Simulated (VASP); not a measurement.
ZnS (rocksalt type): single point with PBE

Crystal: ZnS (rocksalt type).

```
Zn S
1.0
     0.00000    2.44531    2.44531
     2.44531    0.00000    2.44531
     2.44531    2.44531    0.00000
Zn S
1 1
Direct
  0.00000 0.00000 0.00000
  0.50000 0.50000 0.50000
```

This cell differs from its parent crystal: volume scaled by 0.88.

| Property | Result |
| --- | --- |
| Program | VASP 6.6.1 |
| Task | single point |
| Functional | PBE |
| Potentials or basis | VASP PAW PBE potentials, release 64 (Zn, S) |
| Cutoff | 520 eV |
| k mesh | 14 × 14 × 14 |
| Occupations | fermi-dirac, width 0.08 eV |
| Spin | no spin polarisation |

The pressure is 15.0 GPa and the band gap on the k mesh is zero (band 9 reaches 5.25 eV, above the bottom of band 10 at 4.92 eV).

Levels at points of the mesh, in eV from the Fermi level:
```tsv
k point	band 6	band 7	band 8	band 9	band 10	band 11	band 12	band 13
(0.00, 0.00, 0.00)	-6.71	-0.88	-0.88	-0.88	2.65	8.87	8.87	8.87
(0.50, 0.00, 0.00)	-6.48	-5.79	-0.19	-0.19	3.73	5.32	5.32	8.44
(0.50, 0.50, 0.00)	-6.27	-5.84	-3.15	-3.15	-0.43	4.98	12.86	13.34
```

Run time: 25 s on 1 thread of Intel(R) Xeon(R) 6975P-C (Granite Rapids) (shared host), peak memory 0.18 GiB.
